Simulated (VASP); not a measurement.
# TaN (P-6m2) in VASP: single point with PBEsol

Aim: the single point of TaN with PBEsol.

All numbers are computed with VASP 6.6.1; they aren't measurements. Logs are shortened: lines on timing, memory, paths and dates and some standing lists are left out, and cuts for length are marked.

**1. The cell of the first run**

Symmetry: P-6m2, No. 187, hexagonal system. The conventional cell has a = 2.924 Å, b = 2.924 Å, c = 2.870 Å, α = 90.00°, β = 90.00°, γ = 120.00°. Within 3.0 Å of Ta (site symmetry -6m2) lie 6 N at 2.22 Å and 8 Ta at 2.87 to 2.92 Å. N (site symmetry -6m2) has 6 Ta at 2.22 Å and 8 N at 2.87 to 2.92 Å within 3.0 Å.

**2. Single point, PBEsol, non-collinear spin, zero start, spin-orbit coupling**

Contents of INCAR:

```
SYSTEM = TaN
PREC = Accurate
ENCUT = 600
EDIFF = 1E-6
ISMEAR = 0
SIGMA = 0.1
LREAL = .FALSE.
LASPH = .TRUE.
NELM = 200
ALGO = Normal
ISIF = 2
LWAVE = .FALSE.
LCHARG = .TRUE.
MAGMOM = 0 0 0 0 0 0
LORBIT = 11
LSORBIT = .TRUE.
GGA_COMPAT = .FALSE.
LORBMOM = .TRUE.
LMAXMIX = 4
GGA = PS
LVHAR = .TRUE.
NBANDS = 28
```

Contents of KPOINTS:

```
regular mesh
0
G
  18 18 14
  0 0 0
```

Contents of POSCAR:

```
TaN
1.0
    2.9238695488      0.0000000000      0.0000000000
   -1.4619347744      2.5321453066      0.0000000000
    0.0000000000      0.0000000000      2.8704928538
Ta N
1 1
Direct
    0.0000000000      0.0000000000      0.5000000000
    0.6666666667      0.3333333333      0.0000000000
```

Potentials or basis: VASP PAW PBE potentials, release 64 (Ta_pv, N).

The run is started by

```bash
cat potpaw_PBE.64/Ta_pv/POTCAR potpaw_PBE.64/N/POTCAR > POTCAR
mpirun -np 1 vasp_ncl > vasp.out
```

OUTCAR:

```text
SYSTEM = TaN
   PREC = Accurate
   ENCUT = 600
   EDIFF = 1E-6
   ISMEAR = 0
   LREAL = .FALSE.
   LASPH = .TRUE.
   NELM = 200
   ISIF = 2
   LORBIT = 11
   LSORBIT = .TRUE.
   GGA = PS

 ion  position               nearest neighbor table
   1  0.000  0.000  0.500-   2 2.22   2 2.22   2 2.22   2 2.22   2 2.22   2 2.22
   2  0.667  0.333  0.000-   1 2.22   1 2.22   1 2.22   1 2.22   1 2.22   1 2.22

  LATTYP: Found a hexagonal cell.
 ALAT       =     2.9238695488
 C/A-ratio  =     0.9817445019

  Lattice vectors:

 A1 = (   2.9238695488,   0.0000000000,   0.0000000000)
 A2 = (  -1.4619347744,   2.5321453066,   0.0000000000)
 A3 = (   0.0000000000,   0.0000000000,   2.8704928538)

Analysis of symmetry for initial positions (statically):
=====================================================================
 Subroutine PRICEL returns:
 Original cell was already a primitive cell.

 Routine SETGRP: Setting up the symmetry group for a
 hexagonal supercell.

 Subroutine GETGRP returns: Found 12 space group operations
 (whereof 12 operations were pure point group operations)
 out of a pool of 24 trial point group operations.

The static configuration has the point symmetry D_3h.

Analysis of symmetry for dynamics (positions and initial velocities):
=====================================================================
 Subroutine PRICEL returns:
 Original cell was already a primitive cell.

 Routine SETGRP: Setting up the symmetry group for a
 hexagonal supercell.

 Subroutine GETGRP returns: Found 12 space group operations
 (whereof 12 operations were pure point group operations)
 out of a pool of 24 trial point group operations.

The dynamic configuration has the point symmetry D_3h.

Analysis of structural, dynamic, and magnetic symmetry:
=====================================================================
 Subroutine PRICEL returns:
 Original cell was already a primitive cell.

 Routine SETGRP: Setting up the symmetry group for a
 hexagonal supercell.

 Subroutine GETGRP returns: Found 12 space group operations
 (whereof 12 operations were pure point group operations)
 out of a pool of 24 trial point group operations.

The overall configuration has the point symmetry D_3h.

[... 923 lines left out ...]
      0.00000      0.00000      1.43525         0.000000      0.000000      0.000000
      1.46193      0.84405      0.00000        -0.000000      0.000000      0.000000
 -----------------------------------------------------------------------------------
    total drift:                               -0.000000      0.000000      0.000000

  FREE ENERGIE OF THE ION-ELECTRON SYSTEM (eV)
  ---------------------------------------------------
  free  energy   TOTEN  =       -24.4776458243 eV

  energy  without entropy=      -24.4774325472  energy(sigma->0) =      -24.47753919

 orbital moment (x)

 # of ion     p       d       tot
 ----------------------------------------
  1        -0.000   0.000   0.000
  2         0.000   0.000   0.000
 ----------------------------------------
            0.000   0.000   0.000

 orbital moment (y)

 # of ion     p       d       tot
 ----------------------------------------
  1         0.000  -0.000  -0.000
  2         0.000   0.000   0.000
 ----------------------------------------
            0.000  -0.000  -0.000

 orbital moment (z)

 # of ion     p       d       tot
 ----------------------------------------
  1         0.000   0.000   0.000
  2         0.000   0.000   0.000
 ----------------------------------------
            0.000   0.000   0.000

 Spin-Orbit-Coupling matrix elements

 Ion:    1  E_soc:     -1.3234713
 l=   1
     0.0000000    -0.2032337    -0.2062865
    -0.2032337     0.0000000    -0.2032337
    -0.2062865    -0.2032337     0.0000000
 l=   2
     0.0000000    -0.0029158     0.0000000    -0.0029158    -0.0179195
    -0.0029158     0.0000000    -0.0088129    -0.0017732    -0.0029158
     0.0000000    -0.0088129     0.0000000    -0.0088129     0.0000000
    -0.0029158    -0.0017732    -0.0088129     0.0000000    -0.0029158
    -0.0179195    -0.0029158     0.0000000    -0.0029158     0.0000000
 l=   3
     0.0000000     0.0000000     0.0000000     0.0000000     0.0000000     0.0000000     0.0000000
     0.0000000     0.0000000     0.0000000     0.0000000     0.0000000     0.0000000     0.0000000
     0.0000000     0.0000000     0.0000000     0.0000000     0.0000000     0.0000000     0.0000000
     0.0000000     0.0000000     0.0000000     0.0000000     0.0000000     0.0000000     0.0000000
     0.0000000     0.0000000     0.0000000     0.0000000     0.0000000     0.0000000     0.0000000
     0.0000000     0.0000000     0.0000000     0.0000000     0.0000000     0.0000000     0.0000000
     0.0000000     0.0000000     0.0000000     0.0000000     0.0000000     0.0000000     0.0000000

 Ion:    2  E_soc:     -0.0004794
 l=   1
     0.0000000    -0.0000809    -0.0000779
    -0.0000809     0.0000000    -0.0000809
    -0.0000779    -0.0000809     0.0000000
 l=   2
     0.0000000     0.0000000     0.0000000     0.0000000     0.0000000
     0.0000000     0.0000000     0.0000000     0.0000000     0.0000000
     0.0000000     0.0000000     0.0000000     0.0000000     0.0000000
     0.0000000     0.0000000     0.0000000     0.0000000     0.0000000
     0.0000000     0.0000000     0.0000000     0.0000000     0.0000000
 l=   3
     0.0000000     0.0000000     0.0000000     0.0000000     0.0000000     0.0000000     0.0000000
     0.0000000     0.0000000     0.0000000     0.0000000     0.0000000     0.0000000     0.0000000
     0.0000000     0.0000000     0.0000000     0.0000000     0.0000000     0.0000000     0.0000000
     0.0000000     0.0000000     0.0000000     0.0000000     0.0000000     0.0000000     0.0000000
     0.0000000     0.0000000     0.0000000     0.0000000     0.0000000     0.0000000     0.0000000
     0.0000000     0.0000000     0.0000000     0.0000000     0.0000000     0.0000000     0.0000000
     0.0000000     0.0000000     0.0000000     0.0000000     0.0000000     0.0000000     0.0000000

 total charge

# of ion       s       p       d       tot
------------------------------------------
    1        0.308   6.276   2.466   9.051
    2        1.220   2.491   0.000   3.711
--------------------------------------------------
tot          1.528   8.768   2.466  12.762

 magnetization (x)

# of ion       s       p       d       tot
------------------------------------------
    1        0.000  -0.000   0.000   0.000
    2        0.000  -0.000   0.000  -0.000
--------------------------------------------------
tot          0.000  -0.000   0.000   0.000

 magnetization (y)

# of ion       s       p       d       tot
------------------------------------------
    1        0.000   0.000   0.000   0.000
    2        0.000   0.000   0.000   0.000
--------------------------------------------------
tot          0.000   0.000   0.000   0.000

 magnetization (z)

# of ion       s       p       d       tot
------------------------------------------
    1        0.000  -0.000   0.000  -0.000
    2       -0.000   0.000   0.000  -0.000
--------------------------------------------------
tot         -0.000  -0.000   0.000  -0.000
```

Run time: 12 min. Hardware: 1 thread of Intel Xeon 8259CL, shared host; peak memory 0.61 GiB.

What came out:

| Property | Result |
| --- | --- |
| Free energy | -24.4776 eV |
| Pressure | 1.2 GPa |
| Net moment | 0.00 μB per cell |
| Valence electrons inside the program's atomic spheres | Ta 9.05; N 3.71 |

Moments on the atoms (μB; x, y, z):
```
Ta  0.00 0.00 0.00
N   0.00 0.00 0.00
```

Caveat: the PAW data sets were made with another functional, which shifts forces and pressure a little.
